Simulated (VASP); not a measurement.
# Ta (P6/mmm) in VASP: further runs

Ta is run at these levels: LDA; tasks: single point.

All numbers are computed with VASP 6.6.1; they aren't measurements. Logs are shortened: lines on timing, memory, paths and dates and some standing lists are left out, and cuts for length are marked.

**1. The cell of the first run**

It takes space group P6/mmm (No. 191, hexagonal). The conventional cell has a = 4.621 Å, b = 4.621 Å, c = 2.604 Å, α = 90.00°, β = 90.00°, γ = 120.00°. Within 3.4 Å of Ta (site symmetry 6/mmm) lie 14 Ta at 2.60 to 2.97 Å. Within 3.4 Å of Ta (site symmetry -6m2) lie 11 Ta at 2.60 to 2.97 Å.

**2. Single point, LDA**

File INCAR:

```
ALGO = Normal
EDIFF = 1E-6
ENCUT = 520
ISIF = 2
ISMEAR = -1
LASPH = T
LCHARG = F
LREAL = F
LWAVE = F
NBANDS = 24
NELM = 60
PREC = Accurate
SIGMA = 0.08
```

File KPOINTS:

```
k-points
0
Gamma
  8 8 11
```

File POSCAR:

```
Ta
1.0
    4.6209695638      0.0000000000      0.0000000000
   -2.3104847819      4.0018770324      0.0000000000
    0.0000000000      0.0000000000      2.6041264605
Ta
3
Direct
    0.0000000000      0.0000000000      0.0000000000
    0.3333333333      0.6666666667      0.5000000000
    0.6666666667      0.3333333333      0.5000000000
```

Potentials or basis: VASP PAW LDA potentials, release 64 (Ta_pv).

The run is started by

```sh
cat potpaw_LDA.64/Ta_pv/POTCAR > POTCAR
mpirun -np 1 vasp_std > vasp.out
```

OUTCAR:

```text
EDIFF = 1E-6
   ENCUT = 520
   ISIF = 2
   ISMEAR = -1
   LASPH = T
   LREAL = F
   NELM = 60
   PREC = Accurate

 ion  position               nearest neighbor table
   1  0.000  0.000  0.000-   2 2.97   3 2.97   2 2.97   3 2.97   3 2.97   3 2.97   2 2.97   2 2.97
                             3 2.97   3 2.97   2 2.97   2 2.97
   2  0.333  0.667  0.500-   3 2.67   3 2.67   3 2.67   1 2.97   1 2.97   1 2.97   1 2.97   1 2.97
                             1 2.97
   3  0.667  0.333  0.500-   2 2.67   2 2.67   2 2.67   1 2.97   1 2.97   1 2.97   1 2.97   1 2.97
                             1 2.97

  LATTYP: Found a hexagonal cell.
 ALAT       =     4.6209695638
 C/A-ratio  =     0.5635454691

  Lattice vectors:

 A1 = (   4.6209695638,   0.0000000000,   0.0000000000)
 A2 = (  -2.3104847819,   4.0018770324,   0.0000000000)
 A3 = (   0.0000000000,   0.0000000000,   2.6041264605)

Analysis of symmetry for initial positions (statically):
=====================================================================
 Subroutine PRICEL returns:
 Original cell was already a primitive cell.

 Routine SETGRP: Setting up the symmetry group for a
 hexagonal supercell.

 Subroutine GETGRP returns: Found 24 space group operations
 (whereof 24 operations were pure point group operations)
 out of a pool of 24 trial point group operations.

The static configuration has the point symmetry D_6h.

Analysis of symmetry for dynamics (positions and initial velocities):
=====================================================================
 Subroutine PRICEL returns:
 Original cell was already a primitive cell.

 Routine SETGRP: Setting up the symmetry group for a
 hexagonal supercell.

 Subroutine GETGRP returns: Found 24 space group operations
 (whereof 24 operations were pure point group operations)
 out of a pool of 24 trial point group operations.

The dynamic configuration has the point symmetry D_6h.

 Subroutine INISYM returns: Found 24 space group operations
 (whereof 24 operations are pure point group operations),
 and found     1 'primitive' translations

----------------------------------------------------------------------------------------

                                     Primitive cell

  volume of cell :      48.1569

  direct lattice vectors                    reciprocal lattice vectors
     4.620969564  0.000000000  0.000000000     0.216404801  0.124941370  0.000000000
    -2.310484782  4.001877032  0.000000000     0.000000000  0.249882740  0.000000000
     0.000000000  0.000000000  2.604126460     0.000000000  0.000000000  0.384005929

  length of vectors
     4.620969564  4.620969564  2.604126460     0.249882741  0.249882740  0.384005929

  position of ions in fractional coordinates (direct lattice)
     0.000000000  0.000000000  0.000000000
     0.333333333  0.666666667  0.500000000
     0.666666667  0.333333333  0.500000000

  ion indices of the primitive-cell ions
   primitive index   ion index
                 1           1
                 2           2
                 3           3

----------------------------------------------------------------------------------------

 KPOINTS: k-points

Automatic generation of k-mesh.
 Grid dimensions read from file:
 generate k-points for:    8    8   11

 Generating k-lattice:

  Cartesian coordinates                     Fractional coordinates (reciprocal lattice)
     0.027050600  0.015617671  0.000000000     0.125000000  0.000000000  0.000000000
     0.000000000  0.031235343  0.000000000     0.000000000  0.125000000  0.000000000
     0.000000000  0.000000000  0.034909630     0.000000000  0.000000000  0.090909091

  Length of vectors
     0.031235343  0.031235343  0.034909630

  Shift w.r.t. Gamma in fractional coordinates (k-lattice)
     0.000000000  0.000000000  0.000000000

 Subroutine IBZKPT returns following result:
 ===========================================

 Found     60 irreducible k-points:

 Following reciprocal coordinates:
            Coordinates               Weight
  0.000000  0.000000  0.000000      1.000000
  0.125000 -0.000000  0.000000      6.000000
  0.250000 -0.000000  0.000000      6.000000
  0.375000 -0.000000  0.000000      6.000000
  0.500000 -0.000000  0.000000      3.000000
  0.125000  0.125000  0.000000      6.000000
[... 16 lines left out ...]
  0.250000 -0.000000  0.181818     12.000000
  0.375000 -0.000000  0.181818     12.000000
 [... further k-points ...]
   k-points           NKPTS =     60   k-points in BZ     NKDIM =     60   number of bands    NBANDS=     24
   number of dos      NEDOS =    301   number of ions     NIONS =      3
   total plane-waves  NPLWV =  25920
   dimension x,y,z NGX =    36 NGY =   36 NGZ =   20
   dimension x,y,z NGXF=    72 NGYF=   72 NGZF=   40
   ions per type =               3
   NGX,Y,Z   is equivalent  to a cutoff of  12.95, 12.95, 12.77 a.u.
   NGXF,Y,Z  is equivalent  to a cutoff of  25.90, 25.90, 25.54 a.u.
 SYSTEM =  unknown system
   PREC   = accura    normal or accurate (medium, high low for compatibility)
   ISTART =      0    job   : 0-new  1-cont  2-samecut
   ICHARG =      2    charge: 1-file 2-atom 10-const
   ISPIN  =      1    spin polarized calculation?
   LNONCOLLINEAR =      F non collinear calculations
   LSORBIT =      F    spin-orbit coupling
   LASPH  =      T    aspherical Exc in radial PAW
   ENCUT  =  520.0 eV  38.22 Ry    6.18 a.u.   8.59  8.59  4.84*2*pi/ulx,y,z
   NELM   =     60;   NELMIN=  2; NELMDL= -5     # of ELM steps
   EDIFF  = 0.1E-05   stopping-criterion for ELM
   LREAL  =      F    real-space projection
   EDIFFG = 0.1E-04   stopping-criterion for IOM
   NSW    =      0    number of steps for IOM
   IBRION =     -1    ionic relax: 0-MD 1-quasi-New 2-CG
   NFREE  =      0    steps in history (QN), initial steepest desc. (CG)
   ISIF   =      2    stress and relaxation
   ISYM   =      2    0-nonsym 1-usesym 2-fastsym
   POTIM  = 0.5000    time-step for ionic-motion
   TEBEG  =    0.0;   TEEND  =   0.0 temperature during run
   PSTRESS=    0.0 pullay stress
   NELECT =      33.0000    total number of electrons
   NUPDOWN=      -1.0000    fix difference up-down
   EMIN   =  10.00;   EMAX   =-10.00  energy-range for DOS
   EFERMI =   0.00;   METHOD = LEGACY
   ISMEAR =    -1;   SIGMA  =   0.08  broadening in eV -4-tet -1-fermi 0-gaus
   EFERMI_NEDOS =   21; number of points for ismear=-14 and -15
   IALGO  =     38    algorithm
   IMIX   =      4    mixing-type and parameters
     AMIX     =   0.40;   BMIX     =  1.00
     AMIX_MAG =   1.60;   BMIX_MAG =  1.00
  volume/ion in A,a.u.               =      16.05       108.33
  Fermi-wavevector in a.u.,A,eV,Ry     =   1.443311  2.727462 28.342920  2.083146
  Thomas-Fermi vector in A             =   2.561733
   LORBIT       =      0    0 simple, 1 ext, 2 COOP (PROOUT), +10 PAW based schemes
   GGA     = CA    functional components
   LHFCALC =     F    Hartree Fock is set to
   AEXX    =    0.0000 exact exchange contribution
   IVDW    =     0    specifies the selected vdW correction
   LEPSILON=     F    determine dielectric tensor
   LRPA    =     F    only Hartree local field effects (RPA)
 non-spin polarized calculation
  energy-cutoff  :      520.00
  volume of cell :       48.16
 maximum number of plane-waves:      1312
 NGX is ok and might be reduce to    36
   NGX = 17   NGY = 17   NGZ =  9

 number of electron      33.0000004 magnetization

 Free energy of the ion-electron system (eV)
  ---------------------------------------------------
  ext. energy  EPLUGINS =         0.00000000
  ---------------------------------------------------
  free energy    TOTEN  =       -37.49248379 eV

  energy without entropy =      -37.44292566  energy(sigma->0) =      -37.46770473

 E-fermi :   6.7326     XC(G=0): -13.3794

 val. band max:        6.7114137840   @ k =   0.3750   0.2500   0.1818
 cond. band min:       6.7472794468   @ k =   0.3750   0.2500   0.0909
 fundamental gap:      0.0358656628
 Fermi energy:         6.7325633467

 k-point     1 :       0.0000    0.0000    0.0000
  band No.  band energies     occupation
      1     -27.4958      2.00000
      2     -27.4958      2.00000
      3     -27.1057      2.00000
      4     -27.1057      2.00000
      5     -26.1569      2.00000
      6     -26.1569      2.00000
[... 16 lines left out ...]
     23      10.3841      0.00000
     24      14.3936      0.00000

 k-point     2 :       0.1250   -0.0000    0.0000
  band No.  band energies     occupation
      1     -27.5743      2.00000
      2     -27.5317      2.00000
      3     -27.0070      2.00000
      4     -26.9873      2.00000
      5     -26.2458      2.00000
      6     -26.1736      2.00000
[... 16 lines left out ...]
     23      11.1184      0.00000
     24      13.8827      0.00000

 k-point     3 :       0.2500   -0.0000    0.0000
  band No.  band energies     occupation
      1     -27.6986      2.00000
      2     -27.5270      2.00000
      3     -26.8239      2.00000
      4     -26.7685      2.00000
      5     -26.4832      2.00000
      6     -26.2239      2.00000
[... 16 lines left out ...]
     23      12.0426      0.00000
     24      12.7657      0.00000

 k-point     4 :       0.3750   -0.0000    0.0000
  band No.  band energies     occupation
      1     -27.7881      2.00000
      2     -27.4104      2.00000
      3     -26.7955      2.00000
      4     -26.6447      2.00000
      5     -26.5844      2.00000
      6     -26.3050      2.00000
[... 16 lines left out ...]
     23      12.5322      0.00000
     24      12.8470      0.00000

 k-point     5 :       0.5000   -0.0000    0.0000
  band No.  band energies     occupation
      1     -27.8198      2.00000
      2     -27.2638      2.00000
      3     -27.0153      2.00000
      4     -26.5414      2.00000
      5     -26.5153      2.00000
      6     -26.3732      2.00000
[... 16 lines left out ...]
     23      11.5153      0.00000
     24      13.1768      0.00000

 k-point     6 :       0.1250    0.1250    0.0000
  band No.  band energies     occupation
      1     -27.6416      2.00000
      2     -27.5679      2.00000
      3     -26.8556      2.00000
      4     -26.8426      2.00000
      5     -26.4124      2.00000
      6     -26.2035      2.00000
[... 16 lines left out ...]
     23      11.7044      0.00000
     24      13.0734      0.00000
[... 379 lines left out ...]
 k-point    21 :       0.0000    0.0000    0.1818
  band No.  band energies     occupation
      1     -27.4208      2.00000
      2     -27.4208      2.00000
      3     -26.9808      2.00000
      4     -26.9808      2.00000
      5     -26.6938      2.00000
      6     -26.3903      2.00000
[... 16 lines left out ...]
     23      10.4335      0.00000
     24      13.1718      0.00000

 k-point    22 :       0.1250   -0.0000    0.1818
  band No.  band energies     occupation
      1     -27.4808      2.00000
      2     -27.4410      2.00000
      3     -26.9074      2.00000
      4     -26.9047      2.00000
      5     -26.6629      2.00000
      6     -26.4140      2.00000
[... 16 lines left out ...]
     23      10.8235      0.00000
     24      12.6507      0.00000

 k-point    23 :       0.2500   -0.0000    0.1818
  band No.  band energies     occupation
      1     -27.5849      2.00000
      2     -27.4332      2.00000
      3     -26.7881      2.00000
      4     -26.7543      2.00000
      5     -26.5900      2.00000
      6     -26.5363      2.00000
[... 16 lines left out ...]
     23      11.4034      0.00000
     24      11.6767      0.00000

 k-point    24 :       0.3750   -0.0000    0.1818
  band No.  band energies     occupation
      1     -27.6630      2.00000
      2     -27.3432      2.00000
      3     -26.8418      2.00000
      4     -26.6331      2.00000
      5     -26.6088      2.00000
      6     -26.4808      2.00000
[... 16 lines left out ...]
     23      11.5620      0.00000
     24      11.7878      0.00000

 [... further k-points ...]
[... 5 lines left out ...]
  --------------------------------------------------------------------------------------
  -------------------------------------------------------------------------------------
  Total        6.7783452      6.7783452      6.8542808      0.0000000     -0.0000000      0.0000000
  in kB      225.5149559    225.5149559    228.0413248      0.0000000     -0.0000000      0.0000000
  external PRESSURE =     226.3570789 kB  Pullay stress =       0.0000000 kB

 VOLUME and BASIS-vectors are now :
 -----------------------------------------------------------------------------
  energy-cutoff  :      520.00
  volume of cell :       48.16
      direct lattice vectors                 reciprocal lattice vectors
     4.620969564  0.000000000  0.000000000     0.216404801  0.124941370  0.000000000
    -2.310484782  4.001877032  0.000000000     0.000000000  0.249882740  0.000000000
     0.000000000  0.000000000  2.604126460     0.000000000  0.000000000  0.384005929

 POSITION                                       TOTAL-FORCE (eV/Angst)
 -----------------------------------------------------------------------------------
      0.00000      0.00000      0.00000         0.000000      0.000000     -0.000000
     -0.00000      2.66792      1.30206         0.000000     -0.000000      0.000000
      2.31048      1.33396      1.30206        -0.000000      0.000000     -0.000000
 -----------------------------------------------------------------------------------
    total drift:                                0.000000      0.000000     -0.000000

  FREE ENERGIE OF THE ION-ELECTRON SYSTEM (eV)
  ---------------------------------------------------
  free  energy   TOTEN  =       -37.4924837909 eV

  energy  without entropy=      -37.4429256644  energy(sigma->0) =      -37.46770473
```

Wall time 27 s (1 thread of Intel Xeon Platinum 8488C (Sapphire Rapids), shared host); peak memory 0.17 GiB.

What came out:

```
Free energy : -37.4925 eV
Pressure    : 22.6 GPa
```

Caveat: spin-orbit coupling is left out, which moves the levels of the heavy elements.

**3. Single point, LDA**

File INCAR:

```
PREC = Accurate ; ENCUT = 520
EDIFF = 1E-6 ; ISMEAR = -1
SIGMA = 0.08 ; LREAL = False
LASPH = True ; NELM = 80
ALGO = Normal ; ISIF = 2
LWAVE = False ; LCHARG = False
GGA = CA ; NBANDS = 24
```

File KPOINTS:

```
Automatic mesh
0
Gamma
  8 8 11
```

File POSCAR:

```
Ta
1.0
    4.6230181805      0.0000000000      0.0000000000
   -2.3115090903      4.0036511865      0.0000000000
    0.0000000000      0.0000000000      2.6056492458
Ta
3
Direct
    0.0000000000      0.0000000000      0.0000000000
    0.3333333333      0.6666666667      0.5000000000
    0.6666666667      0.3333333333      0.5000000000
```

Potentials or basis: VASP PAW LDA potentials, release 64 (Ta_pv).

The run is started by

```sh
cat potpaw_LDA.64/Ta_pv/POTCAR > POTCAR
mpirun -np 1 vasp_std > vasp.out
```

Run time: 37 s. Hardware: 1 thread of Intel Xeon Platinum 8488C (Sapphire Rapids), shared host; peak memory 0.17 GiB.

It converged, with:

```yaml
Free_energy: -37.5024 eV
Pressure: 22.2 GPa
```

Stress tensor (GPa, compression positive):
```
22.15  0.00  0.00
 0.00 22.15  0.00
 0.00  0.00 22.31
```

Levels at points of the mesh, in eV from the Fermi level:
| k point | band 13 | band 14 | band 15 | band 16 | band 17 | band 18 | band 19 | band 20 | band 21 | band 22 |
| --- | --- | --- | --- | --- | --- | --- | --- | --- | --- | --- |
| (0.00, 0.00, 0.00) | -1.46 | -1.46 | -1.45 | -1.45 | -0.88 | 0.96 | 0.96 | 3.54 | 3.54 | 3.65 |
| (0.50, 0.00, 0.00) | -2.35 | -2.10 | -1.98 | -1.25 | -0.80 | 1.58 | 2.16 | 3.83 | 3.91 | 4.16 |

Caveat: spin-orbit coupling is left out, which moves the levels of the heavy elements.
